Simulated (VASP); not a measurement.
Input of a VASP 6.6.1 run:

File INCAR:

```
ALGO = Normal
EDIFF = 1E-7
ENCUT = 520
GGA = PE
ISIF = 2
ISMEAR = 0
LASPH = T
LCHARG = F
LREAL = Auto
LWAVE = F
NBANDS = 62
NELM = 100
PREC = Accurate
SIGMA = 0.05
```

KPOINTS

```
k-points
0
Gamma
  6 6 2
```

POSCAR

```
Al12N11
1.0
    0.0000000000     -5.7405226851      0.0000000000
    4.9714384763      2.8702613426      0.0000000000
    0.0000000000      0.0000000000      8.3737655613
Al N
12 11
Direct
    0.3333333333      0.3333333333      0.3871678842
    0.3333333333      0.3333333333      0.8628321158
    0.6666666667      0.0000000000      0.3674743391
    0.6666666667      0.0000000000      0.8825256609
    0.0000000000      0.6666666667      0.3674743391
    0.0000000000      0.6666666667      0.8825256609
    0.6518399233      0.6518399233      0.1250000000
    0.6711871452      0.6711871452      0.6250000000
    1.0148267433      0.3333333333      0.1250000000
    0.9954795214      0.3333333333      0.6250000000
    0.3333333333      1.0148267433      0.1250000000
    0.3333333333      0.9954795214      0.6250000000
    0.3333333333      0.3333333333      0.6250000000
    0.6666666667      0.0000000000      0.1250000000
    0.6666666667      0.0000000000      0.6250000000
    0.0000000000      0.6666666667      0.1250000000
    0.0000000000      0.6666666667      0.6250000000
    0.6634040030      0.6634040030      0.3752598046
    0.6634040030      0.6634040030      0.8747401954
    1.0032626637      0.3333333333      0.3752598046
    1.0032626637      0.3333333333      0.8747401954
    0.3333333333      1.0032626637      0.3752598046
    0.3333333333      1.0032626637      0.8747401954
```

Potentials or basis: VASP PAW PBE potentials, release 64 (Al, N).

Run with:

```sh
$ cat potpaw_PBE.64/Al/POTCAR potpaw_PBE.64/N/POTCAR > POTCAR
$ mpirun -np 1 vasp_std > vasp.out
```

**Question.** Estimate the pressure.

**Answer.** -0.2 GPa.

**Question.** Predict the band gap on the k mesh.

**Answer.** Zero (an odd number of electrons rules out a gap without spin polarisation).

**Question.** Predict the largest force.

**Answer.** 0.015 eV/Å.

Stress tensor (GPa, compression positive):
```
-0.97  0.00  0.00
 0.00 -0.97  0.00
 0.00  0.00  1.40
```

Caveat: the k points lie up to 0.38 Å⁻¹ apart, too coarse for converged energies and pressures of a metal; the cell differs from its parent crystal (atoms taken out, then relaxed in part); an odd number of electrons without spin polarisation forces a metal; a magnetic or distorted state may lie lower.
